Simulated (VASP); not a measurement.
# SrO (Fm-3m) in VASP: a series of runs

SrO is run at these levels: HSE06, PBE0, PBE; tasks: single point.

Everything below comes from runs of VASP 6.6.1. Logs are shortened: lines on timing, memory, paths and dates and some standing lists are left out, and cuts for length are marked.

### Step 1. The cell of the first run

It takes space group Fm-3m (No. 225, cubic). The conventional cell has a = 5.133 Å, b = 5.133 Å, c = 5.133 Å, α = 90.00°, β = 90.00°, γ = 90.00°. Within 3.4 Å of Sr (site symmetry m-3m) lie 6 O at 2.57 Å. Within 3.4 Å of O (site symmetry m-3m) lie 6 Sr at 2.57 Å.

### Step 2. Single point, HSE06

POSCAR reads:

```
SrO
1.0
    0.0000000000      2.5663000000      2.5663000000
    2.5663000000      0.0000000000      2.5663000000
    2.5663000000      2.5663000000      0.0000000000
Sr O
1 1
Direct
    0.5000000000      0.5000000000      0.5000000000
    0.0000000000      0.0000000000      0.0000000000
```

INCAR.step1 reads:

```
SYSTEM = SrO
PREC = Accurate
ENCUT = 520
EDIFF = 1E-5
ISMEAR = -1
SIGMA = 0.05
LREAL = .FALSE.
LASPH = .TRUE.
NELM = 120
ALGO = Normal
ISIF = 2
LWAVE = .TRUE.
LCHARG = .FALSE.
NBANDS = 15
GGA = PE
GGA_COMPAT = .FALSE.
```

INCAR.step2 reads:

```
SYSTEM = SrO
PREC = Accurate
ENCUT = 520
EDIFF = 1E-6
ISMEAR = -1
SIGMA = 0.05
LREAL = .FALSE.
LASPH = .TRUE.
NELM = 120
ALGO = Normal
ISIF = 2
LWAVE = .FALSE.
LCHARG = .FALSE.
GGA = PE
LHFCALC = .TRUE.
HFSCREEN = 0.2079
PRECFOCK = Normal
NBANDS = 15
ISTART = 1
GGA_COMPAT = .FALSE.
```

KPOINTS reads:

```
Automatic mesh
0
G
  5 5 5
  0 0 0
```

Potentials or basis: VASP PAW PBE potentials, release 64 (Sr_sv, O).

Command:

```console
$ cat potpaw_PBE.64/Sr_sv/POTCAR potpaw_PBE.64/O/POTCAR > POTCAR
$ cp INCAR.step1 INCAR
$ mpirun -np 1 vasp_std > vasp.out
$ cp INCAR.step2 INCAR
$ mpirun -np 1 vasp_std > vasp.out
```

OUTCAR:

```text
SYSTEM = SrO
   PREC = Accurate
   ENCUT = 520
   EDIFF = 1E-6
   ISMEAR = -1
   LREAL = .FALSE.
   LASPH = .TRUE.
   NELM = 120
   ISIF = 2
   GGA = PE
   LHFCALC = .TRUE.
   HFSCREEN = 0.2079
   PRECFOCK = Normal
   ISTART = 1

 ion  position               nearest neighbor table
   1  0.500  0.500  0.500-   2 2.57   2 2.57   2 2.57   2 2.57   2 2.57   2 2.57
   2  0.000  0.000  0.000-   1 2.57   1 2.57   1 2.57   1 2.57   1 2.57   1 2.57

  LATTYP: Found a face centered cubic cell.
 ALAT       =     5.1326000000

  Lattice vectors:

 A1 = (   0.0000000000,   2.5663000000,   2.5663000000)
 A2 = (   2.5663000000,   0.0000000000,   2.5663000000)
 A3 = (   2.5663000000,   2.5663000000,   0.0000000000)

Analysis of symmetry for initial positions (statically):
=====================================================================
 Subroutine PRICEL returns:
 Original cell was already a primitive cell.

 Routine SETGRP: Setting up the symmetry group for a
 face centered cubic supercell.

 Subroutine GETGRP returns: Found 48 space group operations
[... 9 lines left out ...]

 Routine SETGRP: Setting up the symmetry group for a
 face centered cubic supercell.

 Subroutine GETGRP returns: Found 48 space group operations
[... 11 lines left out ...]
                                     Primitive cell

  volume of cell :      33.8028

  direct lattice vectors                    reciprocal lattice vectors
     0.000000000  2.566300000  2.566300000    -0.194833028  0.194833028  0.194833028
     2.566300000  0.000000000  2.566300000     0.194833028 -0.194833028  0.194833028
     2.566300000  2.566300000  0.000000000     0.194833028  0.194833028 -0.194833028

  length of vectors
     3.629296265  3.629296265  3.629296265     0.337460704  0.337460704  0.337460704

  position of ions in fractional coordinates (direct lattice)
     0.500000000  0.500000000  0.500000000
     0.000000000  0.000000000  0.000000000

  ion indices of the primitive-cell ions
   primitive index   ion index
                 1           1
                 2           2

----------------------------------------------------------------------------------------

 KPOINTS: Automatic mesh

Automatic generation of k-mesh.
 Grid dimensions read from file:
 generate k-points for:    5    5    5

 Generating k-lattice:

  Cartesian coordinates                     Fractional coordinates (reciprocal lattice)
    -0.038966606  0.038966606  0.038966606     0.200000000  0.000000000  0.000000000
     0.038966606 -0.038966606  0.038966606     0.000000000  0.200000000  0.000000000
     0.038966606  0.038966606 -0.038966606     0.000000000  0.000000000  0.200000000

  Length of vectors
     0.067492141  0.067492141  0.067492141

  Shift w.r.t. Gamma in fractional coordinates (k-lattice)
     0.000000000  0.000000000  0.000000000

 Subroutine IBZKPT returns following result:
 ===========================================

 Found     10 irreducible k-points:

 Following reciprocal coordinates:
            Coordinates               Weight
  0.000000  0.000000  0.000000      1.000000
  0.200000  0.000000  0.000000      8.000000
  0.400000  0.000000  0.000000      8.000000
  0.200000  0.200000  0.000000      6.000000
  0.400000  0.200000  0.000000     24.000000
 -0.400000  0.200000  0.000000     24.000000
 -0.200000  0.200000  0.000000     12.000000
  0.400000  0.400000  0.000000      6.000000
 -0.400000  0.400000  0.000000     12.000000
 -0.400000  0.400000  0.200000     24.000000
   k-points           NKPTS =     10   k-points in BZ     NKDIM =    125   number of bands    NBANDS=     15
   number of dos      NEDOS =    301   number of ions     NIONS =      2
   total plane-waves  NPLWV =  21952
   dimension x,y,z NGX =    28 NGY =   28 NGZ =   28
   dimension x,y,z NGXF=    56 NGYF=   56 NGZF=   56
   ions per type =               1   1
   NGX,Y,Z   is equivalent  to a cutoff of  12.83, 12.83, 12.83 a.u.
   NGXF,Y,Z  is equivalent  to a cutoff of  25.65, 25.65, 25.65 a.u.
 SYSTEM =  SrO
   PREC   = accura    normal or accurate (medium, high low for compatibility)
   ISTART =      1    job   : 0-new  1-cont  2-samecut
   ICHARG =      0    charge: 1-file 2-atom 10-const
   ISPIN  =      1    spin polarized calculation?
   LNONCOLLINEAR =      F non collinear calculations
   LSORBIT =      F    spin-orbit coupling
   LASPH  =      T    aspherical Exc in radial PAW
   ENCUT  =  520.0 eV  38.22 Ry    6.18 a.u.   6.75  6.75  6.75*2*pi/ulx,y,z
   NELM   =    120;   NELMIN=  2; NELMDL=  0     # of ELM steps
   EDIFF  = 0.1E-05   stopping-criterion for ELM
   LREAL  =      F    real-space projection
   EDIFFG = 0.1E-04   stopping-criterion for IOM
   NSW    =      0    number of steps for IOM
   IBRION =     -1    ionic relax: 0-MD 1-quasi-New 2-CG
   NFREE  =      0    steps in history (QN), initial steepest desc. (CG)
   ISIF   =      2    stress and relaxation
   ISYM   =      3    0-nonsym 1-usesym 2-fastsym
   POTIM  = 0.5000    time-step for ionic-motion
   TEBEG  =    0.0;   TEEND  =   0.0 temperature during run
   PSTRESS=    0.0 pullay stress
   NELECT =      16.0000    total number of electrons
   NUPDOWN=      -1.0000    fix difference up-down
   EMIN   =  10.00;   EMAX   =-10.00  energy-range for DOS
   EFERMI =   0.00;   METHOD = LEGACY
   ISMEAR =    -1;   SIGMA  =   0.05  broadening in eV -4-tet -1-fermi 0-gaus
   EFERMI_NEDOS =   21; number of points for ismear=-14 and -15
   IALGO  =     38    algorithm
   IMIX   =      1    mixing-type and parameters
     AMIX     =   0.40;   BMIX     =  1.00
     AMIX_MAG =   1.60;   BMIX_MAG =  1.00
  volume/ion in A,a.u.               =      16.90       114.06
  Fermi-wavevector in a.u.,A,eV,Ry     =   1.275843  2.410995 22.147245  1.627777
  Thomas-Fermi vector in A             =   2.408533
   LORBIT       =      0    0 simple, 1 ext, 2 COOP (PROOUT), +10 PAW based schemes
   GGA     = PE    functional components
   LHFCALC =     T    Hartree Fock is set to
   PRECFOCK=normal    Normal, Fast or Accurate (Low or Medium for compatibility)
   ENCUT4O =  -1.0   cutoff for four orbital integrals eV
   NKREDX  =     1    reduce k-point grid by
   NKREDY  =     1    reduce k-point grid by
   NKREDZ  =     1    reduce k-point grid by
   AEXX    =    0.2500 exact exchange contribution
   HFSCREEN=    0.2079 screening length (either q_TF or 0.3 A-1)
   HFSCREENC=   0.2079 screening length for correlation (either q_TF or 0.3 A-1)
   ENCUTFOCK=  -1.0 apply spherical cutoff to Coloumb kernel
   IVDW    =     0    specifies the selected vdW correction
   LEPSILON=     F    determine dielectric tensor
   LRPA    =     F    only Hartree local field effects (RPA)
 non-spin polarized calculation
  energy-cutoff  :      520.00
  volume of cell :       33.80
 maximum number of plane-waves:       941
  NGX = 24; NGY = 24; NGZ = 24

 number of electron      15.9999996 magnetization

 Free energy of the ion-electron system (eV)
  ---------------------------------------------------
  ext. energy  EPLUGINS =         0.00000000
  ---------------------------------------------------
  free energy    TOTEN  =       -14.17980168 eV

  energy without entropy =      -14.17980168  energy(sigma->0) =      -14.17980168

 E-fermi :   1.6588     XC(G=0):  -8.2852

 val. band max:        0.6209557788   @ k =   0.0000   0.0000   0.0000
 cond. band min:       5.5582896697   @ k =   0.4000   0.4000   0.0000
 fundamental gap:      4.9373338910
 Fermi energy:         1.6588147697

 k-point     1 :       0.0000    0.0000    0.0000
  band No.  band energies     occupation
      1     -33.6866      2.00000
      2     -15.9482      2.00000
      3     -14.0296      2.00000
      4     -14.0296      2.00000
      5     -14.0296      2.00000
      6       0.6210      2.00000
      7       0.6210      2.00000
      8       0.6210      2.00000
      9       6.1327      0.00000
     10       8.5074      0.00000
     11       8.5074      0.00000
     12       8.5074      0.00000
     13      10.7698      0.00000
     14      10.7698      0.00000
     15      14.9379      0.00000

 k-point     2 :       0.2000    0.0000    0.0000
  band No.  band energies     occupation
      1     -33.6346      2.00000
      2     -16.5195      2.00000
      3     -14.0566      2.00000
      4     -14.0566      2.00000
      5     -13.5727      2.00000
      6      -0.3405      2.00000
      7       0.1545      2.00000
      8       0.1545      2.00000
      9       7.7317      0.00000
     10       8.2580      0.00000
     11       9.3114      0.00000
     12       9.3114      0.00000
     13      11.8191      0.00000
     14      11.8191      0.00000
     15      17.3006      0.00000

 k-point     3 :       0.4000    0.0000    0.0000
  band No.  band energies     occupation
      1     -33.5488      2.00000
      2     -17.1860      2.00000
      3     -14.0993      2.00000
      4     -14.0993      2.00000
      5     -13.0928      2.00000
      6      -1.4862      2.00000
      7      -0.4896      2.00000
      8      -0.4896      2.00000
      9       8.7047      0.00000
     10      10.2224      0.00000
     11      11.0033      0.00000
     12      11.0033      0.00000
     13      13.9716      0.00000
     14      13.9716      0.00000
     15      17.9873      0.00000
[... 91 lines left out ...]
 k-point     9 :      -0.4000    0.4000    0.0000
  band No.  band energies     occupation
      1     -33.4910      2.00000
      2     -16.3736      2.00000
      3     -14.9524      2.00000
      4     -14.3507      2.00000
      5     -13.9734      2.00000
      6      -0.1189      2.00000
      7       0.1242      2.00000
      8       0.1606      2.00000
      9       6.4288      0.00000
     10      10.8060      0.00000
     11      10.9607      0.00000
     12      13.0613      0.00000
     13      13.3658      0.00000
     14      15.5957      0.00000
     15      16.0701      0.00000

 k-point    10 :      -0.4000    0.4000    0.2000
  band No.  band energies     occupation
      1     -33.5005      2.00000
      2     -16.6421      2.00000
      3     -14.6101      2.00000
      4     -14.5551      2.00000
      5     -13.5929      2.00000
      6      -0.6338      2.00000
      7      -0.1302      2.00000
      8       0.2103      2.00000
      9       7.5025      0.00000
     10       9.3577      0.00000
     11      11.1973      0.00000
     12      12.9413      0.00000
     13      13.7983      0.00000
     14      15.5703      0.00000
     15      16.4027      0.00000

------------------------ aborting loop because EDIFF is reached ----------------------------------------

  FORCE on cell =-STRESS in cart. coord.  units (eV):
  Direction    XX          YY          ZZ          XY          YZ          ZX
  --------------------------------------------------------------------------------------
  -------------------------------------------------------------------------------------
  Total        0.3658293      0.3658293      0.3658293      0.0000000     -0.0000000      0.0000000
  in kB       17.3395092     17.3395092     17.3395092      0.0000000     -0.0000000      0.0000000
  external PRESSURE =      17.3395092 kB  Pullay stress =       0.0000000 kB

 VOLUME and BASIS-vectors are now :
 -----------------------------------------------------------------------------
  energy-cutoff  :      520.00
  volume of cell :       33.80
      direct lattice vectors                 reciprocal lattice vectors
     0.000000000  2.566300000  2.566300000    -0.194833028  0.194833028  0.194833028
     2.566300000  0.000000000  2.566300000     0.194833028 -0.194833028  0.194833028
     2.566300000  2.566300000  0.000000000     0.194833028  0.194833028 -0.194833028

 POSITION                                       TOTAL-FORCE (eV/Angst)
 -----------------------------------------------------------------------------------
      2.56630      2.56630      2.56630         0.000000     -0.000000      0.000000
      0.00000      0.00000      0.00000        -0.000000      0.000000     -0.000000
 -----------------------------------------------------------------------------------
    total drift:                                0.000001     -0.000000     -0.000000

  FREE ENERGIE OF THE ION-ELECTRON SYSTEM (eV)
  ---------------------------------------------------
  free  energy   TOTEN  =       -14.1798016775 eV

  energy  without entropy=      -14.1798016774  energy(sigma->0) =      -14.17980168
```

Wall time 5.8 min (1 thread of Intel Xeon 6975P-C (Granite Rapids), shared host); peak memory 0.27 GiB.

What came out:

- Free energy: -14.1798 eV
- Pressure: 1.7 GPa
- Band gap on the k mesh: 4.94 eV, indirect (least direct gap 5.06 eV)

Caveat: the k points lie up to 0.42 Å⁻¹ apart; the PAW data sets were made with another functional, which shifts forces and pressure a little. A k mesh can miss the band edges.

### Step 3. Single point, HSE06

This run uses another cell than the first one, of 17.11 Å³/atom, 1.012 times its volume.

POSCAR reads:

```
SrO
1.0
    0.0000000000      2.5765973457      2.5765973457
    2.5765973457      0.0000000000      2.5765973457
    2.5765973457      2.5765973457      0.0000000000
Sr O
1 1
Direct
    0.5000000000      0.5000000000      0.5000000000
    0.0000000000      0.0000000000      0.0000000000
```

INCAR.step1: that of step 2 with these lines changed.

```diff
@@ -12,5 +12,4 @@
 LWAVE = .TRUE.
-LCHARG = .FALSE.
+GGA = PE
 NBANDS = 15
-GGA = PE
 GGA_COMPAT = .FALSE.
```

INCAR.step2: that of step 2 with these lines changed.

```diff
@@ -12,3 +12,3 @@
 LWAVE = .FALSE.
-LCHARG = .FALSE.
+LCHARG = .TRUE.
 GGA = PE
@@ -17,4 +17,6 @@
 PRECFOCK = Normal
+LELF = .TRUE.
+LVHAR = .TRUE.
+ISTART = 1
 NBANDS = 15
-ISTART = 1
 GGA_COMPAT = .FALSE.
```

KPOINTS is that of step 2.

Potentials or basis: VASP PAW PBE potentials, release 64 (Sr_sv, O).

Command:

```console
$ cat potpaw_PBE.64/Sr_sv/POTCAR potpaw_PBE.64/O/POTCAR > POTCAR
$ cp INCAR.step1 INCAR
$ mpirun -np 1 vasp_std > vasp.out
$ cp INCAR.step2 INCAR
$ mpirun -np 1 vasp_std > vasp.out
```

Run time: 6.1 min. Hardware: 1 thread of Intel Xeon 6975P-C (Granite Rapids), shared host; peak memory 0.26 GiB.

It converged, with:

```yaml
Free_energy: -14.1829 eV
Pressure: 0.6 GPa
Band_gap_on_the_k_mesh: 4.94 eV, indirect (least direct gap 5.07 eV)
```

Levels at points of the mesh, in eV from the valence-band top:
```
           k point  band 6  band 7  band 8  band 9  band 10  band 11
(0.00, 0.00, 0.00)    0.00    0.00    0.00    5.42     7.86     7.86
```

Caveat: the k points lie up to 0.42 Å⁻¹ apart; the PAW data sets were made with another functional, which shifts forces and pressure a little. A k mesh can miss the band edges.

### Step 4. Single point, PBE0

This run uses another cell than the first one, of 17.10 Å³/atom, 1.012 times its volume.

POSCAR reads:

```
SrO
1.0
    0.0000000000      2.5761195344      2.5761195344
    2.5761195344      0.0000000000      2.5761195344
    2.5761195344      2.5761195344      0.0000000000
Sr O
1 1
Direct
    0.5000000000      0.5000000000      0.5000000000
    0.0000000000      0.0000000000      0.0000000000
```

INCAR.step1 reads:

```
ALGO = Normal ; EDIFF = 1E-5
ENCUT = 520 ; GGA = PE
GGA_COMPAT = F ; ISIF = 2
ISMEAR = -1 ; LASPH = T
LCHARG = F ; LREAL = F
LWAVE = T ; NBANDS = 15
NELM = 120 ; PREC = Accurate
SIGMA = 0.05
```

INCAR.step2 reads:

```
AEXX = 0.25 ; ALGO = Normal
EDIFF = 1E-6 ; ENCUT = 520
GGA = PE ; GGA_COMPAT = F
ISIF = 2 ; ISMEAR = -1
ISTART = 1 ; LASPH = T
LCHARG = F ; LHFCALC = T
LREAL = F ; LWAVE = F
NBANDS = 15 ; NELM = 120
PREC = Accurate ; PRECFOCK = Normal
SIGMA = 0.05
```

KPOINTS reads:

```
k-points
0
Gamma
  5 5 5
```

Command:

```console
$ cat potpaw_PBE.64/Sr_sv/POTCAR potpaw_PBE.64/O/POTCAR > POTCAR
$ cp INCAR.step1 INCAR
$ mpirun -np 1 vasp_std > vasp.out
$ cp INCAR.step2 INCAR
$ mpirun -np 1 vasp_std > vasp.out
```

Wall time 6.1 min (1 thread of Intel Xeon 6975P-C (Granite Rapids), shared host); peak memory 0.18 GiB.

It converged, with:

- Free energy: -14.7743 eV
- Pressure: 0.5 GPa
- Band gap on the k mesh: 5.69 eV, indirect (least direct gap 5.82 eV)

Levels at points of the mesh, in eV from the valence-band top:
```csv
k point,band 4,band 5,band 6,band 7,band 8,band 9,band 10,band 11,band 12,band 13
"(0.00, 0.00, 0.00)",-14.72,-14.72,0.00,0.00,0.00,6.15,8.63,8.63,8.63,10.88
```

Caveat: the k points lie up to 0.42 Å⁻¹ apart; the PAW data sets were made with another functional, which shifts forces and pressure a little. A k mesh can miss the band edges.

### Step 5. Single point, PBE

INCAR reads:

```
SYSTEM = SrO
  PREC = Accurate
  ENCUT = 600
  EDIFF = 1E-6
  ISMEAR = -1
  SIGMA = 0.03
  LREAL = .FALSE.
  LASPH = .TRUE.
  NELM = 120
  ALGO = Normal
  ISIF = 2
  LWAVE = .FALSE.
  LCHARG = .FALSE.
  GGA = PE
  NBANDS = 15
  GGA_COMPAT = .FALSE.
```

KPOINTS reads:

```
regular mesh
0
G
  4 4 4
  0 0 0
```

POSCAR reads:

```
SrO
1.0
    0.0000000000      2.5663000000      2.5663000000
    2.5663000000      0.0000000000      2.5663000000
    2.5663000000      2.5663000000      0.0000000000
Sr O
1 1
Direct
    0.5000000000      0.5000000000      0.5000000000
    0.0000000000      0.0000000000      0.0000000000
```

Command:

```console
$ cat potpaw_PBE.64/Sr_sv/POTCAR potpaw_PBE.64/O/POTCAR > POTCAR
$ mpirun -np 1 vasp_std > vasp.out
```

Wall time 8.1 s (1 thread of Intel Xeon 6975P-C, shared host); peak memory 0.17 GiB.

The run converged. Its results:

- Free energy: -12.0351 eV
- Pressure: 3.9 GPa
- Band gap on the k mesh: 3.26 eV, indirect (least direct gap 3.34 eV)

Levels at points of the mesh, in eV from the valence-band top:
```csv
k point,band 4,band 5,band 6,band 7,band 8,band 9,band 10,band 11,band 12,band 13
"(0.00, 0.00, 0.00)",-14.01,-14.01,0.00,0.00,0.00,4.02,6.22,6.22,6.22,8.40
"(0.50, 0.00, 0.00)",-14.09,-12.82,-2.18,-1.15,-1.15,6.57,8.50,8.87,8.87,11.96
"(0.50, 0.50, 0.00)",-14.38,-14.38,-0.42,-0.08,-0.08,3.26,7.84,10.20,10.43,11.13
```

Caveat: the k points lie up to 0.53 Å⁻¹ apart. A k mesh can miss the band edges.

### Step 6. The runs side by side

```tsv
level	cell	k mesh	cutoff (eV)	smearing	grid for exact exchange (PRECFOCK)	screening parameter	gap on the mesh (eV)	pressure (GPa)
HSE06	a = 3.629 Å, angles 60.0°, 2 atoms	5 × 5 × 5	520	fermi-dirac 0.05 eV	Normal	0.2079 1/Å	4.94	1.7
HSE06	a = 3.644 Å, angles 60.0°, 2 atoms	5 × 5 × 5	520	fermi-dirac 0.05 eV	Normal	0.2079 1/Å	4.94	0.6
PBE0	a = 3.643 Å, angles 60.0°, 2 atoms	5 × 5 × 5	520	fermi-dirac 0.05 eV	Normal	-	5.69	0.5
PBE	a = 3.629 Å, angles 60.0°, 2 atoms	4 × 4 × 4	600	fermi-dirac 0.03 eV	-	-	3.26	3.9
```

Alike in all rows: task single point; potentials or basis VASP PAW PBE potentials, release 64 (Sr_sv, O); no spin polarisation.

Caveats: all runs use coarse meshes; the PAW data sets were made with another functional, which shifts forces and pressure a little (some runs).

Total energies depend on the potentials used, so only differences within one code and one set of settings carry meaning.
